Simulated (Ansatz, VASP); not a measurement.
# One calculation of Sc, two programs

```
CELL_PARAMETERS angstrom
3.30900 0.00000 0.00000
-1.65450 2.86568 0.00000
0.00000 0.00000 5.27330
ATOMIC_POSITIONS crystal
Sc 0.66667 0.33333 0.75000
Sc 0.33333 0.66667 0.25000
```

Alike in both runs: task single point; functional r2SCAN; k mesh 9 × 9 × 5; occupations fermi-dirac, width 0.05 eV; no spin polarisation.

|  | VASP | Ansatz |
| --- | --- | --- |
| version | VASP 6.6.1 | Ansatz 0.2.0 |
| potentials or method | VASP PAW PBE potentials, release 64 (Sc_sv) | Ansatz PAW |
| plane-wave cutoff (eV) | 520 | 500 |
| valence electrons in the cell | 22 | 22 |

VASP gave:

| Item | Value |
| --- | --- |
| gap on the k mesh at the Fermi level (eV) | none |
| pressure (GPa) | 0.1 |
| traceless stress, the component that is largest in VASP (GPa) | -1.06 |

**Question.** Which values does Ansatz return?

**Answer.** gap on the k mesh at the Fermi level (eV): none; pressure (GPa): -0.1; traceless stress, the component that is largest in VASP (GPa): -1.06.

VASP's potentials were made for PBE, not for r2SCAN. A gap of «none» marks a metal or a gap that the smearing closes. With one functional, cell and mesh, what is left measures potentials, basis and numerics.
